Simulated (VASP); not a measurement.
# KI (P4/mmm) in VASP: settings compared

The runs below take KI through single point, with PBE+D4, PBE.

Program: VASP 6.6.1. These are calculated values, not measurements. Logs are shortened: lines on timing, memory, paths and dates and some standing lists are left out, and cuts for length are marked.

## 1. The cell of the first run

Symmetry: P4/mmm, No. 123, tetragonal system. The conventional cell has a = 4.157 Å, b = 4.157 Å, c = 4.573 Å, α = 90.00°, β = 90.00°, γ = 90.00°. K (site symmetry 4/mmm) has 8 I at 3.72 Å and 6 K at 4.16 to 4.57 Å within 4.9 Å. I (site symmetry 4/mmm) has 8 K at 3.72 Å and 6 I at 4.16 to 4.57 Å within 4.9 Å.

## 2. Single point, PBE+D4

The input, INCAR:

```
PREC     = Accurate       # precision mode
ENCUT    = 500            # plane-wave cutoff, eV
EDIFF    = 1E-6           # SCF threshold, eV
ISMEAR   = 0              # smearing method
SIGMA    = 0.05           # smearing width, eV
LREAL    = F              # projectors in reciprocal space
LASPH    = T              # aspherical terms in the spheres
NELM     = 120            # most SCF steps
ALGO     = Normal         # electronic algorithm
ISIF     = 2              # what is computed and relaxed
LWAVE    = F              # write WAVECAR
LCHARG   = T              # write CHGCAR
GGA      = PE             # functional
IVDW     = 13             # dispersion correction
LELF     = T              # ELF
LVHAR    = T            
NBANDS   = 15             # bands
GGA_COMPAT= F
```

The input, KPOINTS:

```
Automatic mesh
0
Gamma
  6 6 6
```

The input, POSCAR:

```
KI
1.0
    4.1570079630      0.0000000000      0.0000000000
    0.0000000000      4.1570079630      0.0000000000
    0.0000000000      0.0000000000      4.5727087593
K I
1 1
Direct
    0.0000000000      0.0000000000      0.0000000000
    0.5000000000      0.5000000000      0.5000000000
```

Potentials or basis: VASP PAW PBE potentials, release 64 (K_sv, I).

On the command line:

```console
> cat potpaw_PBE.64/K_sv/POTCAR potpaw_PBE.64/I/POTCAR > POTCAR
> mpirun -np 1 vasp_std > vasp.out
```

OUTCAR:

```text
PREC = Accurate
   ENCUT = 500
   EDIFF = 1E-6
   ISMEAR = 0
   LREAL = F
   LASPH = T
   NELM = 120
   ISIF = 2
   GGA = PE
   IVDW = 13

 ion  position               nearest neighbor table
   1  0.000  0.000  0.000-
   2  0.500  0.500  0.500-

  LATTYP: Found a simple tetragonal cell.
 ALAT       =     4.1570079630
 C/A-ratio  =     1.1000000000

  Lattice vectors:

 A1 = (   4.1570079630,   0.0000000000,   0.0000000000)
 A2 = (   0.0000000000,   4.1570079630,   0.0000000000)
 A3 = (   0.0000000000,   0.0000000000,   4.5727087593)

Analysis of symmetry for initial positions (statically):
=====================================================================
 Subroutine PRICEL returns:
 Original cell was already a primitive cell.

 Routine SETGRP: Setting up the symmetry group for a
 simple tetragonal supercell.

 Subroutine GETGRP returns: Found 16 space group operations
 (whereof 16 operations were pure point group operations)
 out of a pool of 16 trial point group operations.

The static configuration has the point symmetry D_4h.

Analysis of symmetry for dynamics (positions and initial velocities):
=====================================================================
 Subroutine PRICEL returns:
 Original cell was already a primitive cell.

 Routine SETGRP: Setting up the symmetry group for a
 simple tetragonal supercell.

 Subroutine GETGRP returns: Found 16 space group operations
 (whereof 16 operations were pure point group operations)
 out of a pool of 16 trial point group operations.

The dynamic configuration has the point symmetry D_4h.

 Subroutine INISYM returns: Found 16 space group operations
 (whereof 16 operations are pure point group operations),
 and found     1 'primitive' translations

----------------------------------------------------------------------------------------

                                     Primitive cell

  volume of cell :      79.0197

  direct lattice vectors                    reciprocal lattice vectors
     4.157007963  0.000000000  0.000000000     0.240557634  0.000000000  0.000000000
     0.000000000  4.157007963  0.000000000     0.000000000  0.240557634  0.000000000
     0.000000000  0.000000000  4.572708759     0.000000000  0.000000000  0.218688758

  length of vectors
     4.157007963  4.157007963  4.572708759     0.240557634  0.240557634  0.218688758

  position of ions in fractional coordinates (direct lattice)
     0.000000000  0.000000000  0.000000000
     0.500000000  0.500000000  0.500000000

  ion indices of the primitive-cell ions
   primitive index   ion index
                 1           1
                 2           2

[... 87 lines left out ...]
   EFERMI_NEDOS =   21; number of points for ismear=-14 and -15
   IALGO  =     38    algorithm
   IMIX   =      4    mixing-type and parameters
     AMIX     =   0.40;   BMIX     =  1.00
     AMIX_MAG =   1.60;   BMIX_MAG =  1.00
  volume/ion in A,a.u.               =      39.51       266.63
  Fermi-wavevector in a.u.,A,eV,Ry     =   0.961324  1.816639 12.573738  0.924144
  Thomas-Fermi vector in A             =   2.090686
   LORBIT       =      0    0 simple, 1 ext, 2 COOP (PROOUT), +10 PAW based schemes
   GGA     = PE    functional components
   LHFCALC =     F    Hartree Fock is set to
   AEXX    =    0.0000 exact exchange contribution
   IVDW    =    13    specifies the selected vdW correction
   LEPSILON=     F    determine dielectric tensor
   LRPA    =     F    only Hartree local field effects (RPA)
 non-spin polarized calculation
 Gauss-broadening in eV      SIGMA  =   0.05
  energy-cutoff  :      500.00
  volume of cell :       79.02
 maximum number of plane-waves:      2029
   NGX = 15   NGY = 15   NGZ = 17

 number of electron      15.9999998 magnetization

 Free energy of the ion-electron system (eV)
  ---------------------------------------------------
  ext. energy  EPLUGINS =         0.00000000
  ---------------------------------------------------
  free energy    TOTEN  =        -5.37691760 eV

  energy without entropy =       -5.37691760  energy(sigma->0) =       -5.37691760

 E-fermi :   1.3084     XC(G=0):  -7.7090

 val. band max:        1.1012017182   @ k =   0.5000   0.0000   0.5000
 cond. band min:       4.0940665621   @ k =   0.0000   0.0000   0.0000
 fundamental gap:      2.9928648439
 Fermi energy:         1.3083883607

 k-point     1 :       0.0000    0.0000    0.0000
  band No.  band energies     occupation
      1     -28.5319      2.00000
      2     -11.9821      2.00000
      3     -11.9821      2.00000
      4     -11.9782      2.00000
      5     -10.2624      2.00000
      6       0.1449      2.00000
      7       0.7701      2.00000
      8       0.7701      2.00000
      9       4.0941      0.00000
     10       5.5924      0.00000
     11       5.8501      0.00000
     12       9.0976      0.00000
     13       9.0976      0.00000
     14       9.6555      0.00000
[... 401 lines left out ...]
      2     -12.1170      2.00000
      3     -12.0024      2.00000
      4     -11.9657      2.00000
      5      -9.9319      2.00000
      6      -1.0825      2.00000
      7      -0.4931      2.00000
      8       1.0504      2.00000
      9       5.1491      0.00000
     10       6.8276      0.00000
     11       8.1648      0.00000
     12       8.2554      0.00000
     13       8.8418      0.00000
     14       9.2172      0.00000
     15      10.4882      0.00000

 [... further k-points ...]

------------------------ aborting loop because EDIFF is reached ----------------------------------------

  DFT-D4 for vdW energy calculation

  Edisp (eV):   -0.35370

  FORCE on cell =-STRESS in cart. coord.  units (eV):
  Direction    XX          YY          ZZ          XY          YZ          ZX
  --------------------------------------------------------------------------------------
  -------------------------------------------------------------------------------------
  Total       0.36855     0.36855    -1.00846     0.00000     0.00000     0.00000
  in kB       7.47251     7.47251   -20.44716     0.00000     0.00000     0.00000
  external pressure =       -1.83 kB  Pullay stress =        0.00 kB

 VOLUME and BASIS-vectors are now :
 -----------------------------------------------------------------------------
  energy-cutoff  :      500.00
  volume of cell :       79.02
      direct lattice vectors                 reciprocal lattice vectors
     4.157007963  0.000000000  0.000000000     0.240557634  0.000000000  0.000000000
     0.000000000  4.157007963  0.000000000     0.000000000  0.240557634  0.000000000
     0.000000000  0.000000000  4.572708759     0.000000000  0.000000000  0.218688758

 POSITION                                       TOTAL-FORCE (eV/Angst)
 -----------------------------------------------------------------------------------
      0.00000      0.00000      0.00000         0.000000      0.000000      0.000000
      2.07850      2.07850      2.28635         0.000000      0.000000      0.000000
 -----------------------------------------------------------------------------------
    total drift:                               -0.000000     -0.000000     -0.000000

  FREE ENERGIE OF THE ION-ELECTRON SYSTEM (eV)
  ---------------------------------------------------
  free  energy   TOTEN  =        -5.7306137672 eV

  energy  without entropy=       -5.7306137672  energy(sigma->0) =       -5.73061377
```

stdout:

```text
POSCAR found type information on POSCAR K I
 POSCAR found :  2 types and       2 ions
 scaLAPACK will be used
 LDA part: xc-table for (Slater+PW92), standard interpolation
 POSCAR, INCAR and KPOINTS ok, starting setup
 FFT: planning ... GRIDC
 FFT: planning ... GRID_SOFT
 FFT: planning ... GRID
 WAVECAR not read
 entering main loop
```

Run time: 81 s. Hardware: 1 thread of Intel Xeon 8259CL, shared host; peak memory 0.17 GiB.

Results:

```
Free energy                : -5.7306 eV
Pressure                   : -0.2 GPa
Band gap on the k mesh     : 2.99 eV (least direct gap 3.32 eV)
Dispersion energy per atom : -0.177 eV
```

Caveat: spin-orbit coupling is left out, which moves the levels of the heavy elements. A k mesh can miss the band edges.

## 3. Single point, PBE

This run uses another cell than the first one, of the same volume but with other edges.

The input, INCAR:

```
ALGO = Normal ; EDIFF = 1E-6
ENCUT = 500 ; GGA = PE
GGA_COMPAT = F ; ISIF = 2
ISMEAR = 0 ; LASPH = T
LCHARG = T ; LELF = T
LREAL = F ; LVHAR = T
LWAVE = F ; NBANDS = 15
NELM = 120 ; PREC = Accurate
SIGMA = 0.05
```

The input, KPOINTS:

```
k-points
0
Gamma
  6 6 6
```

The input, POSCAR:

```
KI
1.0
    3.7487055725      0.0000000000      0.0000000000
    0.0000000000      3.7487055725      0.0000000000
    0.0000000000      0.0000000000      5.6230583588
K I
1 1
Direct
    0.0000000000      0.0000000000      0.0000000000
    0.5000000000      0.5000000000      0.5000000000
```

Potentials or basis: VASP PAW PBE potentials, release 64 (K_sv, I).

On the command line:

```console
> cat potpaw_PBE.64/K_sv/POTCAR potpaw_PBE.64/I/POTCAR > POTCAR
> mpirun -np 1 vasp_std > vasp.out
```

OUTCAR:

```text
EDIFF = 1E-6
   ENCUT = 500
   GGA = PE
   ISIF = 2
   ISMEAR = 0
   LASPH = T
   LREAL = F
   NELM = 120
   PREC = Accurate

 ion  position               nearest neighbor table
   1  0.000  0.000  0.000-
   2  0.500  0.500  0.500-

  LATTYP: Found a simple tetragonal cell.
 ALAT       =     3.7487055725
 C/A-ratio  =     1.5000000000

  Lattice vectors:

 A1 = (   3.7487055725,   0.0000000000,   0.0000000000)
 A2 = (   0.0000000000,   3.7487055725,   0.0000000000)
[... 606 lines left out ...]
      7      -0.1219      2.00000
      8       2.5577      1.99998
      9       4.7004      0.00000
     10       6.3313      0.00000
     11       7.9163      0.00000
     12       8.0840      0.00000
     13       8.3991      0.00000
     14       9.3326      0.00000
     15      10.1977      0.00000

 [... further k-points ...]
[... 5 lines left out ...]
  --------------------------------------------------------------------------------------
  -------------------------------------------------------------------------------------
  Total        3.0187033      3.0187033     -3.8120698      0.0000000      0.0000000     -0.0000000
  in kB       61.2062479     61.2062479    -77.2922893      0.0000000      0.0000000     -0.0000000
  external PRESSURE =      15.0400688 kB  Pullay stress =       0.0000000 kB

 VOLUME and BASIS-vectors are now :
 -----------------------------------------------------------------------------
  energy-cutoff  :      500.00
  volume of cell :       79.02
      direct lattice vectors                 reciprocal lattice vectors
     3.748705573  0.000000000  0.000000000     0.266758747  0.000000000  0.000000000
     0.000000000  3.748705573  0.000000000     0.000000000  0.266758747  0.000000000
     0.000000000  0.000000000  5.623058359     0.000000000  0.000000000  0.177839164

 POSITION                                       TOTAL-FORCE (eV/Angst)
 -----------------------------------------------------------------------------------
      0.00000      0.00000      0.00000         0.000000      0.000000      0.000000
      1.87435      1.87435      2.81153         0.000000      0.000000      0.000000
 -----------------------------------------------------------------------------------
    total drift:                               -0.000000      0.000000      0.000000

  FREE ENERGIE OF THE ION-ELECTRON SYSTEM (eV)
  ---------------------------------------------------
  free  energy   TOTEN  =        -4.5733924695 eV

  energy  without entropy=       -4.5733921630  energy(sigma->0) =       -4.57339232
```

OSZICAR:

```text
N       E                     dE             d eps       ncg     rms          rms(c)
DAV:   1     0.899073966990E+02    0.89907E+02   -0.64801E+03  1200   0.889E+02
DAV:   2     0.292850357053E+00   -0.89615E+02   -0.83321E+02  1622   0.216E+02
DAV:   3    -0.469396921410E+01   -0.49868E+01   -0.49646E+01  1644   0.437E+01
DAV:   4    -0.488377566933E+01   -0.18981E+00   -0.18974E+00  1841   0.770E+00
DAV:   5    -0.488510337514E+01   -0.13277E-02   -0.13277E-02  1697   0.689E-01    0.278E+00
DAV:   6    -0.466135171610E+01    0.22375E+00   -0.11150E-01  1410   0.209E+00    0.198E+00
DAV:   7    -0.457400424039E+01    0.87347E-01   -0.16272E-01  1522   0.221E+00    0.941E-01
DAV:   8    -0.457345601551E+01    0.54822E-03   -0.24928E-02  1427   0.977E-01    0.219E-01
DAV:   9    -0.457324457645E+01    0.21144E-03   -0.13303E-03  1600   0.224E-01    0.113E-01
DAV:  10    -0.457337198688E+01   -0.12741E-03   -0.29810E-04  1493   0.926E-02    0.314E-02
DAV:  11    -0.457339253282E+01   -0.20546E-04   -0.80834E-05  1382   0.518E-02    0.228E-02
DAV:  12    -0.457339246952E+01    0.63306E-07   -0.18783E-06  1595   0.950E-03
   1 F= -.45733925E+01 E0= -.45733923E+01  d E =-.306552E-06
```

Run time: 82 s. Hardware: 1 thread of Intel Xeon 8259CL, shared host; peak memory 0.17 GiB.

Results:

```
Free energy            : -4.5734 eV
Pressure               : 1.5 GPa
Band gap on the k mesh : 0.27 eV (least direct gap 0.72 eV)
```

Stress tensor (GPa, compression positive):
```
 6.12  0.00  0.00
 0.00  6.12  0.00
 0.00  0.00 -7.73
```

Caveat: the stress differs along the axes, from -8 to 6 GPa; semilocal functionals underestimate gaps, and a narrow one can read as zero; spin-orbit coupling is left out, which moves the levels of the heavy elements. A k mesh can miss the band edges.
